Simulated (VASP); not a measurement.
A run of VASP 6.6.1 is set up as follows.

INCAR

```
SYSTEM = Lu3F2
PREC = Accurate
ENCUT = 520
EDIFF = 1E-6
ISMEAR = 0
SIGMA = 0.1
LREAL = .FALSE.
LASPH = .TRUE.
NELM = 80
ALGO = Normal
ISIF = 2
LWAVE = .FALSE.
LCHARG = .TRUE.
GGA = PE
LELF = .TRUE.
LVHAR = .TRUE.
NBANDS = 52
```

KPOINTS

```
Automatic mesh
0
G
  4 4 4
  0 0 0
```

File POSCAR:

```
Lu3F2
1.0
    4.8453916400      0.0000000000      0.0000000000
    0.0000000000      4.8453916400      0.0000000000
    0.0000000000      0.0000000000      4.8453916400
Lu F
3 2
Direct
    0.5000000000      0.0000000000      0.0000000000
    0.0000000000      0.5000000000      0.0000000000
    0.0000000000      0.0000000000      0.5000000000
    0.0000000000      0.0000000000      0.0000000000
    0.5000000000      0.5000000000      0.5000000000
```

Potentials or basis: VASP PAW PBE potentials, release 64 (Lu, F).

Run with:

```bash
$ cat potpaw_PBE.64/Lu/POTCAR potpaw_PBE.64/F/POTCAR > POTCAR
$ mpirun -np 1 vasp_std > vasp.out
```

Q: Predict the band gap on the k mesh.

A: Zero (an odd number of electrons rules out a gap without spin polarisation).

Q: What does it give for the pressure?

A: 0.2 GPa.

Caveat: spin-orbit coupling is left out, which moves the levels of the heavy elements.
